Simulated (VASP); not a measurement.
# AlGa3Sb4 (I-42m) in VASP: single point with PBE

Aim: the single point of AlGa3Sb4 with PBE.

All numbers are computed with VASP 6.6.1; they aren't measurements. Logs are shortened: lines on timing, memory, paths and dates and some standing lists are left out, and cuts for length are marked.

### 1 The cell of the first run

The structure is tetragonal, space group I-42m (No. 121). The conventional cell has a = 6.217 Å, b = 6.217 Å, c = 12.434 Å, α = 90.00°, β = 90.00°, γ = 90.00°. Within 3.6 Å of Al (site symmetry -42m) lie 4 Sb at 2.69 Å. Within 3.5 Å of Ga (site symmetry -4) lie 4 Sb at 2.69 Å. Within 3.5 Å of Ga (site symmetry -42m) lie 4 Sb at 2.69 Å. Sb (site symmetry m) has 3 Ga at 2.69 Å and 1 Al at 2.69 Å within 3.5 Å.

### 2 Single point, PBE

INCAR reads:

```
SYSTEM = AlGa3Sb4
PREC     = Accurate       ! precision mode
ENCUT    = 520            ! plane-wave cutoff, eV
EDIFF    = 1E-6           ! SCF threshold, eV
ISMEAR   = 0              ! smearing method
SIGMA    = 0.01           ! smearing width, eV
LREAL    = .False.        ! projectors in reciprocal space
LASPH    = .True.         ! aspherical terms in the spheres
NELM     = 80             ! most SCF steps
ALGO     = Normal         ! electronic algorithm
ISIF     = 2              ! what is computed and relaxed
LWAVE    = .False.        ! write WAVECAR
LCHARG   = .True.         ! write CHGCAR
GGA      = PE             ! functional
LELF     = .True.         ! ELF
LVHAR    = .True.       
NBANDS   = 41             ! bands
```

KPOINTS reads:

```
regular mesh
0
Gamma
  8 8 8
  0 0 0
```

POSCAR reads:

```
AlGa3Sb4
1.0
   -3.1083484091      3.1083484091      6.2168421390
    3.1083484091     -3.1083484091      6.2168421390
    3.1083484091      3.1083484091     -6.2168421390
Al Ga Sb
1 3 4
Direct
    0.0000000000      0.0000000000      0.0000000000
    0.7500000000      0.2500000000      0.5000000000
    0.5000000000      0.5000000000      0.0000000000
    0.2500000000      0.7500000000      0.5000000000
    0.3754063242      0.3754063242      0.5007517749
    0.1253454507      0.6245936758      0.0000000000
    0.8746545493      0.8746545493      0.4992482251
    0.6245936758      0.1253454507      0.0000000000
```

Potentials or basis: VASP PAW PBE potentials, release 64 (Al, Ga_d, Sb).

The run is started by

```bash
$ cat potpaw_PBE.64/Al/POTCAR potpaw_PBE.64/Ga_d/POTCAR potpaw_PBE.64/Sb/POTCAR > POTCAR
$ mpirun -np 1 vasp_std > vasp.out
```

OUTCAR:

```text
SYSTEM = AlGa3Sb4
   PREC = Accurate
   ENCUT = 520
   EDIFF = 1E-6
   ISMEAR = 0
   LREAL = .False.
   LASPH = .True.
   NELM = 80
   ISIF = 2
   GGA = PE

 ion  position               nearest neighbor table
   1  0.000  0.000  0.000-   7 2.69   6 2.69   8 2.69   5 2.69
   2  0.750  0.250  0.500-   5 2.69   6 2.69   7 2.69   8 2.69
   3  0.500  0.500  0.000-   5 2.69   6 2.69   7 2.69   8 2.69
   4  0.250  0.750  0.500-   5 2.69   7 2.69   8 2.69   6 2.69
   5  0.375  0.375  0.501-   3 2.69   2 2.69   4 2.69   1 2.69
   6  0.125  0.625  0.000-   3 2.69   4 2.69   2 2.69   1 2.69
   7  0.875  0.875  0.499-   3 2.69   2 2.69   4 2.69   1 2.69
   8  0.625  0.125  0.000-   3 2.69   2 2.69   4 2.69   1 2.69

  LATTYP: Found a body centered tetragonal cell.
 ALAT       =     6.2166968182
 C/A-ratio  =     2.0000467518

  Lattice vectors:

 A1 = (  -3.1083484091,   3.1083484091,   6.2168421390)
 A2 = (   3.1083484091,  -3.1083484091,   6.2168421390)
 A3 = (   3.1083484091,   3.1083484091,  -6.2168421390)

Analysis of symmetry for initial positions (statically):
=====================================================================
 Subroutine PRICEL returns:
 Original cell was already a primitive cell.

 Routine SETGRP: Setting up the symmetry group for a
 body centered tetragonal supercell.

 Subroutine GETGRP returns: Found  8 space group operations
 (whereof  8 operations were pure point group operations)
 out of a pool of 16 trial point group operations.

The static configuration has the point symmetry D_2d.

Analysis of symmetry for dynamics (positions and initial velocities):
=====================================================================
 Subroutine PRICEL returns:
 Original cell was already a primitive cell.

 Routine SETGRP: Setting up the symmetry group for a
 body centered tetragonal supercell.

 Subroutine GETGRP returns: Found  8 space group operations
 (whereof  8 operations were pure point group operations)
 out of a pool of 16 trial point group operations.

The dynamic configuration has the point symmetry D_2d.

 Subroutine INISYM returns: Found  8 space group operations
 (whereof  8 operations are pure point group operations),
 and found     1 'primitive' translations

----------------------------------------------------------------------------------------

                                     Primitive cell

  volume of cell :     240.2643

  direct lattice vectors                    reciprocal lattice vectors
    -3.108348409  3.108348409  6.216842139     0.000000000  0.160857129  0.080426684
     3.108348409 -3.108348409  6.216842139     0.160857129  0.000000000  0.080426684
     3.108348409  3.108348409 -6.216842139     0.160857129  0.160857129  0.000000000

  length of vectors
     7.613986199  7.613986199  7.613986199     0.179842896  0.179842896  0.227486333

  position of ions in fractional coordinates (direct lattice)
     0.000000000  0.000000000  0.000000000
     0.750000000  0.250000000  0.500000000
     0.500000000  0.500000000  0.000000000
     0.250000000  0.750000000  0.500000000
     0.375406324  0.375406324  0.500751775
     0.125345451  0.624593676  0.000000000
     0.874654549  0.874654549  0.499248225
     0.624593676  0.125345451  0.000000000

  ion indices of the primitive-cell ions
   primitive index   ion index
                 1           1
                 2           2
                 3           3
                 4           4
                 5           5
                 6           6
                 7           7
                 8           8

----------------------------------------------------------------------------------------

 KPOINTS: regular mesh

Automatic generation of k-mesh.
 Grid dimensions read from file:
 generate k-points for:    8    8    8

 Generating k-lattice:

  Cartesian coordinates                     Fractional coordinates (reciprocal lattice)
     0.000000000  0.020107141  0.010053336     0.125000000  0.000000000  0.000000000
     0.020107141  0.000000000  0.010053336     0.000000000  0.125000000  0.000000000
     0.020107141  0.020107141  0.000000000     0.000000000  0.000000000  0.125000000

  Length of vectors
     0.022480362  0.022480362  0.028435792

  Shift w.r.t. Gamma in fractional coordinates (k-lattice)
     0.000000000  0.000000000  0.000000000

 Subroutine IBZKPT returns following result:
 ===========================================

 Found     59 irreducible k-points:

 Following reciprocal coordinates:
            Coordinates               Weight
  0.000000  0.000000  0.000000      1.000000
  0.125000 -0.000000  0.000000      8.000000
  0.250000 -0.000000  0.000000      8.000000
  0.375000 -0.000000  0.000000      8.000000
  0.500000 -0.000000  0.000000      4.000000
  0.125000  0.125000  0.000000      8.000000
[... 16 lines left out ...]
  0.250000  0.125000  0.125000     16.000000
  0.375000  0.125000  0.125000      8.000000
 [... further k-points ...]
   k-points           NKPTS =     59   k-points in BZ     NKDIM =     59   number of bands    NBANDS=     41
   number of dos      NEDOS =    301   number of ions     NIONS =      8
   total plane-waves  NPLWV = 216000
   dimension x,y,z NGX =    60 NGY =   60 NGZ =   60
   dimension x,y,z NGXF=   120 NGYF=  120 NGZF=  120
   ions per type =               1   3   4
   NGX,Y,Z   is equivalent  to a cutoff of  13.10, 13.10, 13.10 a.u.
   NGXF,Y,Z  is equivalent  to a cutoff of  26.20, 26.20, 26.20 a.u.
 SYSTEM =  AlGa3Sb4
   PREC   = accura    normal or accurate (medium, high low for compatibility)
   ISTART =      0    job   : 0-new  1-cont  2-samecut
   ICHARG =      2    charge: 1-file 2-atom 10-const
   ISPIN  =      1    spin polarized calculation?
   LNONCOLLINEAR =      F non collinear calculations
   LSORBIT =      F    spin-orbit coupling
   LASPH  =      T    aspherical Exc in radial PAW
   ENCUT  =  520.0 eV  38.22 Ry    6.18 a.u.  14.16 14.16 14.16*2*pi/ulx,y,z
   NELM   =     80;   NELMIN=  2; NELMDL= -5     # of ELM steps
   EDIFF  = 0.1E-05   stopping-criterion for ELM
   LREAL  =      F    real-space projection
   EDIFFG = 0.1E-04   stopping-criterion for IOM
   NSW    =      0    number of steps for IOM
   IBRION =     -1    ionic relax: 0-MD 1-quasi-New 2-CG
   NFREE  =      0    steps in history (QN), initial steepest desc. (CG)
   ISIF   =      2    stress and relaxation
   ISYM   =      2    0-nonsym 1-usesym 2-fastsym
   POTIM  = 0.5000    time-step for ionic-motion
   TEBEG  =    0.0;   TEEND  =   0.0 temperature during run
   PSTRESS=    0.0 pullay stress
   NELECT =      62.0000    total number of electrons
   NUPDOWN=      -1.0000    fix difference up-down
   EMIN   =  10.00;   EMAX   =-10.00  energy-range for DOS
   EFERMI =   0.00;   METHOD = LEGACY
   ISMEAR =     0;   SIGMA  =   0.01  broadening in eV -4-tet -1-fermi 0-gaus
   EFERMI_NEDOS =   21; number of points for ismear=-14 and -15
   IALGO  =     38    algorithm
   IMIX   =      4    mixing-type and parameters
     AMIX     =   0.40;   BMIX     =  1.00
     AMIX_MAG =   1.60;   BMIX_MAG =  1.00
  volume/ion in A,a.u.               =      30.03       202.67
  Fermi-wavevector in a.u.,A,eV,Ry     =   1.042259  1.969584 14.780061  1.086304
  Thomas-Fermi vector in A             =   2.176916
   LORBIT       =      0    0 simple, 1 ext, 2 COOP (PROOUT), +10 PAW based schemes
   GGA     = PE    functional components
   LHFCALC =     F    Hartree Fock is set to
   AEXX    =    0.0000 exact exchange contribution
   IVDW    =     0    specifies the selected vdW correction
   LEPSILON=     F    determine dielectric tensor
   LRPA    =     F    only Hartree local field effects (RPA)
 non-spin polarized calculation
 Gauss-broadening in eV      SIGMA  =   0.01
  energy-cutoff  :      520.00
  volume of cell :      240.26
 maximum number of plane-waves:      6504
 NGX is ok and might be reduce to    60
   NGX = 29   NGY = 29   NGZ = 29

 number of electron      62.0000011 magnetization

 Free energy of the ion-electron system (eV)
  ---------------------------------------------------
  ext. energy  EPLUGINS =         0.00000000
  ---------------------------------------------------
  free energy    TOTEN  =       -30.31460835 eV

  energy without entropy =      -30.31460835  energy(sigma->0) =      -30.31460835

 E-fermi :   4.4457     XC(G=0):  -8.7860

 val. band max:        4.4007220987   @ k =   0.0000   0.0000   0.0000
 cond. band min:       4.4877510135   @ k =   0.0000   0.0000   0.0000
 fundamental gap:      0.0870289149
 Fermi energy:         4.4457495122

 k-point     1 :       0.0000    0.0000    0.0000
  band No.  band energies     occupation
      1     -10.5017      2.00000
      2     -10.4974      2.00000
      3     -10.4974      2.00000
      4     -10.4705      2.00000
      5     -10.4705      2.00000
      6     -10.4675      2.00000
[... 33 lines left out ...]
     40       8.5730      0.00000
     41       8.6355      0.00000

 k-point     2 :       0.1250   -0.0000    0.0000
  band No.  band energies     occupation
      1     -10.5009      2.00000
      2     -10.4974      2.00000
      3     -10.4967      2.00000
      4     -10.4715      2.00000
      5     -10.4701      2.00000
      6     -10.4675      2.00000
[... 33 lines left out ...]
     40       8.1562      0.00000
     41       8.6803      0.00000

 k-point     3 :       0.2500   -0.0000    0.0000
  band No.  band energies     occupation
      1     -10.4993      2.00000
      2     -10.4969      2.00000
      3     -10.4949      2.00000
      4     -10.4743      2.00000
      5     -10.4689      2.00000
      6     -10.4673      2.00000
[... 875 lines left out ...]
      2     -10.4936      2.00000
      3     -10.4903      2.00000
      4     -10.4804      2.00000
      5     -10.4678      2.00000
      6     -10.4663      2.00000
[... 33 lines left out ...]
     40       8.6609      0.00000
     41       9.2298      0.00000

 k-point    24 :       0.3750    0.1250    0.1250
  band No.  band energies     occupation
      1     -10.4983      2.00000
      2     -10.4926      2.00000
      3     -10.4888      2.00000
      4     -10.4825      2.00000
      5     -10.4667      2.00000
      6     -10.4666      2.00000
[... 33 lines left out ...]
     40       8.8693      0.00000
     41       8.9609      0.00000

 [... further k-points ...]

------------------------ aborting loop because EDIFF is reached ----------------------------------------

  FORCE on cell =-STRESS in cart. coord.  units (eV):
  Direction    XX          YY          ZZ          XY          YZ          ZX
  --------------------------------------------------------------------------------------
  -------------------------------------------------------------------------------------
  Total        0.1438744      0.1438744      0.1418635      0.0000000      0.0000000      0.0000000
  in kB        0.9594116      0.9594116      0.9460021      0.0000000      0.0000000      0.0000000
  external PRESSURE =       0.9549417 kB  Pullay stress =       0.0000000 kB

 VOLUME and BASIS-vectors are now :
 -----------------------------------------------------------------------------
  energy-cutoff  :      520.00
  volume of cell :      240.26
      direct lattice vectors                 reciprocal lattice vectors
    -3.108348409  3.108348409  6.216842139     0.000000000  0.160857129  0.080426684
     3.108348409 -3.108348409  6.216842139     0.160857129  0.000000000  0.080426684
     3.108348409  3.108348409 -6.216842139     0.160857129  0.160857129  0.000000000

 POSITION                                       TOTAL-FORCE (eV/Angst)
 -----------------------------------------------------------------------------------
      0.00000      0.00000      0.00000         0.000000     -0.000000      0.000000
     -0.00000      3.10835      3.10842         0.000000     -0.000000      0.000000
      0.00000      0.00000      6.21684         0.000000     -0.000000      0.000000
      3.10835     -0.00000      3.10842         0.000000     -0.000000      0.000000
      1.55651      1.55651      1.55459         0.005495      0.005495      0.005920
      1.55184     -1.55184      4.66225        -0.005495      0.005495     -0.005920
      1.55184      1.55184      7.77143        -0.005495     -0.005495      0.005920
     -1.55184      1.55184      4.66225         0.005495     -0.005495     -0.005920
 -----------------------------------------------------------------------------------
    total drift:                                0.000004      0.000004     -0.000002

  FREE ENERGIE OF THE ION-ELECTRON SYSTEM (eV)
  ---------------------------------------------------
  free  energy   TOTEN  =       -30.3146083497 eV

  energy  without entropy=      -30.3146083497  energy(sigma->0) =      -30.31460835
```

Run time: 26 min. Hardware: 1 thread of Intel Xeon 8259CL, shared host; peak memory 0.83 GiB.

Results:

| Item | Value |
| --- | --- |
| Free energy | -30.3146 eV |
| Pressure | 0.1 GPa |
| Largest force | 0.010 eV/Å |
| Band gap on the k mesh | 0.09 eV |

Forces on the atoms (eV/Å):
```
Al   0.000  0.000  0.000
Ga   0.000  0.000  0.000
Ga   0.000  0.000  0.000
Ga   0.000  0.000  0.000
Sb   0.005  0.005  0.006
Sb  -0.005  0.005 -0.006
Sb  -0.005 -0.005  0.006
Sb   0.005 -0.005 -0.006
```

Caveat: semilocal functionals underestimate gaps, and a narrow one can read as zero; spin-orbit coupling is left out, which moves the levels of the heavy elements. A k mesh can miss the band edges.
